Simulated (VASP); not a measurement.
# Ba5HfO2 (R-3m) in VASP: a series of runs

Ba5HfO2 is run at these levels: PBE; tasks: single point, relaxation of cell and atoms.

All numbers are computed with VASP 6.6.1; they aren't measurements. Logs are shortened: lines on timing, memory, paths and dates and some standing lists are left out, and cuts for length are marked.

## (1) The cell of the first run

Symmetry: R-3m, No. 166, trigonal system. Conventional cell: a = 8.168 Å, b = 8.168 Å, c = 18.648 Å, α = 90.00°, β = 90.00°, γ = 120.00°. Within 3.4 Å of Ba (site symmetry 2/m) lie 2 O at 2.61 Å. Hf (site symmetry -3m) has 2 O at 1.98 Å within 2.6 Å. O (site symmetry 3m) has 1 Hf at 1.98 Å and 3 Ba at 2.61 Å within 2.7 Å.

## (2) Single point, PBE

The input, INCAR:

```
ALGO = Normal
EDIFF = 1E-7
ENCUT = 520
GGA = PE
ISIF = 2
ISMEAR = 0
LASPH = T
LCHARG = T
LELF = T
LREAL = F
LVHAR = T
LWAVE = F
NBANDS = 46
NELM = 80
PREC = Accurate
SIGMA = 0.2
```

The input, KPOINTS:

```
k-points
0
Gamma
  3 3 3
```

The input, POSCAR:

```
Ba5HfO2
1.0
    4.0838524378      2.3578133043      6.2160539976
   -4.0838524378      2.3578133043      6.2160539976
    0.0000000000     -4.7156266086      6.2160539976
Ba Hf O
5 1 2
Direct
    0.5000000000      0.5000000000      0.0000000000
    0.0000000000      0.5000000000      0.5000000000
    0.5000000000      0.0000000000      0.5000000000
    0.8747650246      0.8747650246      0.8747650246
    0.1252349754      0.1252349754      0.1252349754
    0.5000000000      0.5000000000      0.5000000000
    0.6063927155      0.6063927155      0.6063927155
    0.3936072845      0.3936072845      0.3936072845
```

Potentials or basis: VASP PAW PBE potentials, release 64 (Ba_sv, Hf_pv, O).

Run with:

```console
$ cat potpaw_PBE.64/Ba_sv/POTCAR potpaw_PBE.64/Hf_pv/POTCAR potpaw_PBE.64/O/POTCAR > POTCAR
$ mpirun -np 1 vasp_std > vasp.out
```

OUTCAR:

```text
EDIFF = 1E-7
   ENCUT = 520
   GGA = PE
   ISIF = 2
   ISMEAR = 0
   LASPH = T
   LREAL = F
   NELM = 80
   PREC = Accurate

 ion  position               nearest neighbor table
   1  0.500  0.500  0.000-   7 2.61   8 2.61   6 3.90   6 3.90   3 4.08   2 4.08   3 4.08   2 4.08
                             4 4.54   5 4.54   5 4.70   4 4.70   5 4.70   4 4.70
   2  0.000  0.500  0.500-   7 2.61   8 2.61   6 3.90   6 3.90   3 4.08   3 4.08   1 4.08   1 4.08
                             4 4.54   5 4.54   4 4.70   5 4.70   4 4.70   5 4.70
   3  0.500  0.000  0.500-   7 2.61   8 2.61   6 3.90   6 3.90   2 4.08   2 4.08   1 4.08   1 4.08
                             4 4.54   5 4.54   5 4.70   4 4.70   5 4.70   4 4.70
   4  0.875  0.875  0.875-   2 4.54   3 4.54   1 4.54   5 4.67   1 4.70   1 4.70   3 4.70   2 4.70
                             2 4.70   3 4.70
   5  0.125  0.125  0.125-   2 4.54   3 4.54   1 4.54   4 4.67   1 4.70   1 4.70   2 4.70   2 4.70
                             3 4.70   3 4.70
   6  0.500  0.500  0.500-   7 1.98   8 1.98   2 3.90   3 3.90   3 3.90   2 3.90   1 3.90   1 3.90

   7  0.606  0.606  0.606-   6 1.98   3 2.61   2 2.61   1 2.61
   8  0.394  0.394  0.394-   6 1.98   3 2.61   2 2.61   1 2.61

  LATTYP: Found a trigonal (rhomboedric) cell.
 ALAT       =     7.8023369328
 COS(alpha) =     0.4520755546

  Lattice vectors:

 A1 = (   4.0838524378,   2.3578133043,   6.2160539976)
 A2 = (  -4.0838524378,   2.3578133043,   6.2160539976)
 A3 = (   0.0000000000,  -4.7156266086,   6.2160539976)

Analysis of symmetry for initial positions (statically):
=====================================================================
 Subroutine PRICEL returns:
 Original cell was already a primitive cell.

 Routine SETGRP: Setting up the symmetry group for a
 trigonal (rhombohedral) supercell.

 Subroutine GETGRP returns: Found 12 space group operations
 (whereof 12 operations were pure point group operations)
 out of a pool of 12 trial point group operations.

The static configuration has the point symmetry D_3d.

Analysis of symmetry for dynamics (positions and initial velocities):
=====================================================================
 Subroutine PRICEL returns:
 Original cell was already a primitive cell.

 Routine SETGRP: Setting up the symmetry group for a
 trigonal (rhombohedral) supercell.

 Subroutine GETGRP returns: Found 12 space group operations
 (whereof 12 operations were pure point group operations)
 out of a pool of 12 trial point group operations.

The dynamic configuration has the point symmetry D_3d.

 Subroutine INISYM returns: Found 12 space group operations
 (whereof 12 operations are pure point group operations),
 and found     1 'primitive' translations

----------------------------------------------------------------------------------------

                                     Primitive cell

  volume of cell :     359.1249

  direct lattice vectors                    reciprocal lattice vectors
     4.083852438  2.357813304  6.216053998     0.122433415  0.070686965  0.053624588
    -4.083852438  2.357813304  6.216053998    -0.122433415  0.070686965  0.053624588
     0.000000000 -4.715626609  6.216053998     0.000000000 -0.141373930  0.053624588

  length of vectors
     7.802336933  7.802336933  7.802336933     0.151202462  0.151202462  0.151202462

  position of ions in fractional coordinates (direct lattice)
     0.500000000  0.500000000  0.000000000
     0.000000000  0.500000000  0.500000000
     0.500000000  0.000000000  0.500000000
     0.874765025  0.874765025  0.874765025
     0.125234975  0.125234975  0.125234975
     0.500000000  0.500000000  0.500000000
     0.606392716  0.606392716  0.606392716
     0.393607284  0.393607284  0.393607284

  ion indices of the primitive-cell ions
   primitive index   ion index
                 1           1
                 2           2
                 3           3
                 4           4
                 5           5
                 6           6
                 7           7
                 8           8

----------------------------------------------------------------------------------------

 KPOINTS: k-points

Automatic generation of k-mesh.
 Grid dimensions read from file:
 generate k-points for:    3    3    3

 Generating k-lattice:

  Cartesian coordinates                     Fractional coordinates (reciprocal lattice)
     0.040811138  0.023562322  0.017874863     0.333333333  0.000000000  0.000000000
    -0.040811138  0.023562322  0.017874863     0.000000000  0.333333333  0.000000000
     0.000000000 -0.047124643  0.017874863     0.000000000  0.000000000  0.333333333

  Length of vectors
     0.050400821  0.050400821  0.050400821

  Shift w.r.t. Gamma in fractional coordinates (k-lattice)
     0.000000000  0.000000000  0.000000000

 Subroutine IBZKPT returns following result:
 ===========================================

[... 53 lines left out ...]
   GGA     = PE    functional components
   LHFCALC =     F    Hartree Fock is set to
   AEXX    =    0.0000 exact exchange contribution
   IVDW    =     0    specifies the selected vdW correction
   LEPSILON=     F    determine dielectric tensor
   LRPA    =     F    only Hartree local field effects (RPA)
 non-spin polarized calculation
 Gauss-broadening in eV      SIGMA  =   0.20
  energy-cutoff  :      520.00
  volume of cell :      359.12
 maximum number of plane-waves:      9679
 NGX is ok and might be reduce to    60
   NGX = 29   NGY = 29   NGZ = 29

 number of electron      71.9999998 magnetization

 Free energy of the ion-electron system (eV)
  ---------------------------------------------------
  ext. energy  EPLUGINS =         0.00000000
  ---------------------------------------------------
  free energy    TOTEN  =       -38.36542682 eV

  energy without entropy =      -38.18549920  energy(sigma->0) =      -38.27546301

 E-fermi :   1.8927     XC(G=0):  -7.6989

 val. band max:        1.8099731023   @ k =   0.3333   0.3333   0.0000
 cond. band min:       1.9183618857   @ k =   0.3333   0.3333   0.0000
 fundamental gap:      0.1083887833
 Fermi energy:         1.8926859966

 k-point     1 :       0.0000    0.0000    0.0000
  band No.  band energies     occupation
      1     -30.0348      2.00000
      2     -30.0348      2.00000
      3     -29.9995      2.00000
      4     -27.1684      2.00000
      5     -27.1598      2.00000
      6     -26.5713      2.00000
[... 38 lines left out ...]
     45       3.2083      0.00000
     46       3.7919      0.00000

 k-point     2 :       0.3333    0.0000    0.0000
  band No.  band energies     occupation
      1     -30.0348      2.00000
      2     -30.0348      2.00000
      3     -29.9997      2.00000
      4     -27.1671      2.00000
      5     -27.1609      2.00000
      6     -26.5534      2.00000
[... 38 lines left out ...]
     45       3.5446      0.00000
     46       3.8078      0.00000

 k-point     3 :       0.3333    0.3333    0.0000
  band No.  band energies     occupation
      1     -30.0348      2.00000
      2     -30.0348      2.00000
      3     -29.9999      2.00000
      4     -27.1663      2.00000
      5     -27.1617      2.00000
      6     -26.5520      2.00000
[... 38 lines left out ...]
     45       3.6561      0.00000
     46       3.9376      0.00000

 k-point     4 :      -0.3333    0.3333    0.0000
  band No.  band energies     occupation
      1     -30.0349      2.00000
      2     -30.0348      2.00000
      3     -29.9999      2.00000
      4     -27.1658      2.00000
      5     -27.1621      2.00000
      6     -26.5291      2.00000
[... 38 lines left out ...]
     45       3.6043      0.00000
     46       3.9644      0.00000

 k-point     5 :       0.3333    0.3333    0.3333
  band No.  band energies     occupation
      1     -30.0348      2.00000
      2     -30.0348      2.00000
      3     -30.0002      2.00000
      4     -27.1661      2.00000
      5     -27.1618      2.00000
      6     -26.5684      2.00000
[... 38 lines left out ...]
     45       3.2040      0.00000
     46       3.7126      0.00000

 k-point     6 :      -0.3333    0.3333    0.3333
  band No.  band energies     occupation
      1     -30.0348      2.00000
      2     -30.0348      2.00000
      3     -30.0002      2.00000
      4     -27.1649      2.00000
      5     -27.1630      2.00000
      6     -26.5507      2.00000
[... 38 lines left out ...]
     45       3.6181      0.00000
     46       3.8358      0.00000

------------------------ aborting loop because EDIFF is reached ----------------------------------------

  FORCE on cell =-STRESS in cart. coord.  units (eV):
  Direction    XX          YY          ZZ          XY          YZ          ZX
  --------------------------------------------------------------------------------------
  -------------------------------------------------------------------------------------
  Total        1.0237251      1.0237251     -0.1366959      0.0000000      0.0000000      0.0000000
  in kB        4.5671832      4.5671832     -0.6098466      0.0000000      0.0000000      0.0000000
  external PRESSURE =       2.8415066 kB  Pullay stress =       0.0000000 kB

 VOLUME and BASIS-vectors are now :
 -----------------------------------------------------------------------------
  energy-cutoff  :      520.00
  volume of cell :      359.12
      direct lattice vectors                 reciprocal lattice vectors
     4.083852438  2.357813304  6.216053998     0.122433415  0.070686965  0.053624588
    -4.083852438  2.357813304  6.216053998    -0.122433415  0.070686965  0.053624588
     0.000000000 -4.715626609  6.216053998     0.000000000 -0.141373930  0.053624588

 POSITION                                       TOTAL-FORCE (eV/Angst)
 -----------------------------------------------------------------------------------
      0.00000      2.35781      6.21605         0.000000      0.000000      0.000000
     -2.04193     -1.17891      6.21605         0.000000      0.000000      0.000000
      2.04193     -1.17891      6.21605        -0.000000      0.000000      0.000000
      0.00000      0.00000     16.31276         0.000000      0.000000      0.007668
      0.00000      0.00000      2.33540         0.000000      0.000000     -0.007668
      0.00000      0.00000      9.32408         0.000000      0.000000     -0.000000
      0.00000      0.00000     11.30811         0.000000     -0.000000     -0.362544
      0.00000      0.00000      7.34005         0.000000      0.000000      0.362544
 -----------------------------------------------------------------------------------
    total drift:                               -0.000000      0.000000     -0.000000

  FREE ENERGIE OF THE ION-ELECTRON SYSTEM (eV)
  ---------------------------------------------------
  free  energy   TOTEN  =       -38.3654268151 eV

  energy  without entropy=      -38.1854991999  energy(sigma->0) =      -38.27546301
```

Run time: 2 min. Hardware: 1 thread of Intel Xeon 6975P-C (Granite Rapids), shared host; peak memory 0.54 GiB.

What came out:

* Free energy: -38.3654 eV
* Pressure: 0.3 GPa
* Largest force: 0.363 eV/Å
* Band gap on the k mesh: zero (bands 36 and 37 overlap by 0.20 eV)

Forces on the atoms (eV/Å):
```
Ba   0.000  0.000  0.000
Ba   0.000  0.000  0.000
Ba   0.000  0.000  0.000
Ba   0.000  0.000  0.008
Ba   0.000  0.000 -0.008
Hf   0.000  0.000  0.000
O    0.000  0.000 -0.363
O    0.000  0.000  0.363
```

Caveat: spin-orbit coupling is left out, which moves the levels of the heavy elements.

## (3) Single point, PBE

This run uses another cell than the first one, of 45.20 Å³/atom.

The input, INCAR:

```
ALGO     = Normal         # electronic algorithm
EDIFF    = 1E-6           # SCF threshold, eV
ENCUT    = 520            # plane-wave cutoff, eV
GGA      = PE             # functional
ISIF     = 2              # what is computed and relaxed
ISMEAR   = 0              # smearing method
LASPH    = T              # aspherical terms in the spheres
LCHARG   = F              # write CHGCAR
LREAL    = F              # projectors in reciprocal space
LWAVE    = F              # write WAVECAR
NBANDS   = 46             # bands
NELM     = 80             # most SCF steps
PREC     = Accurate       # precision mode
SIGMA    = 0.2            # smearing width, eV
```

KPOINTS is that of step 2.

The input, POSCAR:

```
Ba5HfO2
1.0
    4.0958694933      2.3647513545      6.2223874335
   -4.0958694933      2.3647513545      6.2223874335
    0.0000000000     -4.7295027091      6.2223874335
Ba Hf O
5 1 2
Direct
    0.5000000000      0.5000000000      0.0000000000
    0.0000000000      0.5000000000      0.5000000000
    0.5000000000      0.0000000000      0.5000000000
    0.8738138291      0.8738138291      0.8738138291
    0.1261861709      0.1261861709      0.1261861709
    0.5000000000      0.5000000000      0.5000000000
    0.6062449278      0.6062449278      0.6062449278
    0.3937550722      0.3937550722      0.3937550722
```

Potentials or basis: VASP PAW PBE potentials, release 64 (Ba_sv, Hf_pv, O).

Run with:

```console
$ cat potpaw_PBE.64/Ba_sv/POTCAR potpaw_PBE.64/Hf_pv/POTCAR potpaw_PBE.64/O/POTCAR > POTCAR
$ mpirun -np 1 vasp_std > vasp.out
```

Wall time 1.9 min (1 thread of Intel Xeon 6975P-C (Granite Rapids), shared host); peak memory 0.54 GiB.

The run converged. Its results:

* Free energy: -38.3714 eV
* Pressure: 0.1 GPa
* Largest force: 0.315 eV/Å
* Band gap on the k mesh: zero (bands 36 and 37 overlap by 0.21 eV)

Forces on the atoms (eV/Å):
```
Ba   0.000  0.000  0.000
Ba   0.000  0.000  0.000
Ba   0.000  0.000  0.000
Ba   0.000  0.000  0.043
Ba   0.000  0.000 -0.043
Hf   0.000  0.000  0.000
O    0.000  0.000 -0.315
O    0.000  0.000  0.315
```

Stress tensor (GPa, compression positive):
```
 0.28  0.00  0.00
 0.00  0.28  0.00
 0.00  0.00 -0.13
```

Levels at points of the mesh, in eV from the Fermi level:
```csv
k point,band 32,band 33,band 34,band 35,band 36,band 37,band 38,band 39,band 40,band 41
"(0.00, 0.00, 0.00)",-2.83,-0.98,-0.37,-0.37,0.23,0.31,0.31,0.55,0.55,0.81
```

Caveat: spin-orbit coupling is left out, which moves the levels of the heavy elements.

## (4) Relaxation of cell and atoms, PBE

This run uses another cell than the first one, of 27.04 Å³/atom.

The input, INCAR:

```
PREC     = Accurate       # precision mode
ENCUT    = 600            # plane-wave cutoff, eV
EDIFF    = 1E-6           # SCF threshold, eV
ISMEAR   = 0              # smearing method
SIGMA    = 0.2            # smearing width, eV
LREAL    = F              # projectors in reciprocal space
LASPH    = T              # aspherical terms in the spheres
NELM     = 60             # most SCF steps
ALGO     = Normal         # electronic algorithm
ISIF     = 3              # what is computed and relaxed
LWAVE    = F              # write WAVECAR
LCHARG   = F              # write CHGCAR
GGA      = PE             # functional
IBRION   = 2              # ionic algorithm
NSW      = 36             # ionic steps
EDIFFG   = -0.08          # ionic threshold
```

The input, KPOINTS:

```
regular mesh
0
Gamma
  3 3 3
```

The input, POSCAR:

```
Ba5HfO2
1.0
    3.5702686400      2.0612955600      4.8998326000
   -3.5702686400      2.0612955600      4.8998326000
    0.0000000000     -4.1225911200      4.8998326000
Ba Hf O
5 1 2
Direct
    0.5000000000      0.5000000000      0.0000000000
    0.0000000000      0.5000000000      0.5000000000
    0.5000000000      0.0000000000      0.5000000000
    0.8951316600      0.8951316600      0.8951316600
    0.1048683400      0.1048683400      0.1048683400
    0.5000000000      0.5000000000      0.5000000000
    0.6423547000      0.6423547000      0.6423547000
    0.3576453000      0.3576453000      0.3576453000
```

Run with:

```console
$ cat potpaw_PBE.64/Ba_sv/POTCAR potpaw_PBE.64/Hf_pv/POTCAR potpaw_PBE.64/O/POTCAR > POTCAR
$ mpirun -np 1 vasp_std > vasp.out
```

Wall time 14 min (1 thread of Intel Xeon 6975P-C (Granite Rapids), shared host); peak memory 0.45 GiB.

It converged, with:

```
Free energy                           : -38.2706 eV
Relaxed volume                        : 45.50 Å³/atom
Relaxed cell                          : a = 7.790 Å, b = 7.790 Å, c = 7.790 Å, α = 64.04°, β = 64.04°, γ = 64.04°
Space group after relaxing (to 0.1 Å) : R-3m (No. 166)
Energy gained by relaxing             : 1635.1 meV/atom
Ionic steps                           : 19
Pressure after relaxing               : -0.2 GPa
Largest force after relaxing          : 0.074 eV/Å
Band gap on the k mesh                : zero (bands 36 and 37 overlap by 0.23 eV)
```

Forces in eV/Å, atoms in the order of the input:
```
Ba   0.000  0.000  0.000
Ba   0.000  0.000  0.000
Ba   0.000  0.000  0.000
Ba   0.000  0.000  0.074
Ba   0.000  0.000 -0.074
Hf   0.000  0.000  0.000
O    0.000  0.000 -0.006
O    0.000  0.000  0.006
```

Step by step:
| step | energy change (eV) | largest force (eV/Å) | pressure (GPa) | volume (Å³) |
| --- | --- | --- | --- | --- |
| 1 | 0.0000 | 4.5543 | 34.38 | 216.36 |
| 2 | -10.6471 | 1.8315 | -4.48 | 447.88 |
| 3 | -12.0370 | 1.9312 | -0.06 | 348.87 |
| 4 | -12.0574 | 1.8848 | -0.75 | 358.33 |
| 5 | -12.0557 | 1.8998 | -0.52 | 355.05 |
| 6 | -12.3261 | 0.7884 | 0.70 | 349.73 |
| 7 | -12.3304 | 0.7586 | 0.91 | 349.01 |
| 8 | -12.5517 | 0.4196 | 0.57 | 354.86 |
| 9 | -12.8712 | 0.4122 | -0.22 | 371.39 |
| 10 | -12.8908 | 0.5990 | -0.46 | 376.70 |
| 11 | -12.9575 | 1.2150 | -0.92 | 369.53 |
| 12 | -12.9785 | 0.6843 | -0.82 | 372.05 |
| 13 | -13.0317 | 0.3225 | 0.60 | 353.39 |
| 14 | -13.0351 | 0.3947 | 0.31 | 356.96 |
| 15 | -13.0594 | 0.1699 | 0.29 | 358.98 |
| 16 | -13.0662 | 0.3215 | 0.29 | 360.67 |
| 17 | -13.0777 | 0.1141 | -0.04 | 363.50 |
| 18 | -13.0791 | 0.0841 | -0.20 | 364.93 |
| 19 | -13.0811 | 0.0741 | -0.16 | 363.98 |

Final structure:
```cif
data_structure
_symmetry_space_group_name_H-M 'P 1'
_symmetry_Int_Tables_number 1
_cell_length_a 7.7898
_cell_length_b 7.7898
_cell_length_c 7.7898
_cell_angle_alpha 64.040
_cell_angle_beta 64.040
_cell_angle_gamma 64.040
_cell_volume 363.98
loop_
_atom_site_label
_atom_site_type_symbol
_atom_site_fract_x
_atom_site_fract_y
_atom_site_fract_z
_atom_site_occupancy
Ba1 Ba 0.50000 0.50000 0.00000 1
Ba2 Ba 0.00000 0.50000 0.50000 1
Ba3 Ba 0.50000 0.00000 0.50000 1
Ba4 Ba 0.87377 0.87377 0.87377 1
Ba5 Ba 0.12623 0.12623 0.12623 1
Hf1 Hf 0.50000 0.50000 0.50000 1
O1 O 0.60662 0.60662 0.60662 1
O2 O 0.39338 0.39338 0.39338 1
```

Levels at points of the mesh, in eV from the Fermi level:
| k point | band 33 | band 34 | band 35 | band 36 | band 37 | band 38 | band 39 | band 40 |
| --- | --- | --- | --- | --- | --- | --- | --- | --- |
| (0.00, 0.00, 0.00) | -0.98 | -0.37 | -0.37 | 0.28 | 0.29 | 0.29 | 0.56 | 0.56 |

Caveat: the k points lie up to 0.31 Å⁻¹ apart in the final cell; the volume moved by over 15 % at a fixed basis, so the end points are rough; spin-orbit coupling is left out, which moves the levels of the heavy elements; the relaxation stopped at a loose force limit of 0.08 eV/Å, so its end isn't a converged minimum.

## (5) Summary

| task | cell | cutoff (eV) | gap on the mesh (eV) | pressure (GPa) | largest force (eV/Å) |
| --- | --- | --- | --- | --- | --- |
| single point | a = 7.802 Å, angles 63.1°, 8 atoms, atomic positions A | 520 | none | 0.3 | 0.36 |
| single point | a = 7.816 Å, angles 63.2°, 8 atoms, atomic positions A | 520 | none | 0.1 | 0.31 |
| relaxation of cell and atoms | relaxed from a = 6.403 Å, angles 67.8°, 8 atoms, atomic positions B | 600 | none | -0.2 | 0.07 |

Alike in all rows: level PBE; potentials or basis VASP PAW PBE potentials, release 64 (Ba_sv, Hf_pv, O); no spin polarisation; k mesh 3 × 3 × 3; smearing gaussian 0.2 eV.

Caveats: some runs use coarse meshes; spin-orbit coupling is left out, which moves the levels of the heavy elements; the volume moved by over 15 % at a fixed basis, so the end points are rough (at least some runs); the relaxation stopped at a loose force limit of 0.08 eV/Å, so its end isn't a converged minimum (at least some runs).

Total energies depend on the potentials used, so only differences within one code and one set of settings carry meaning.
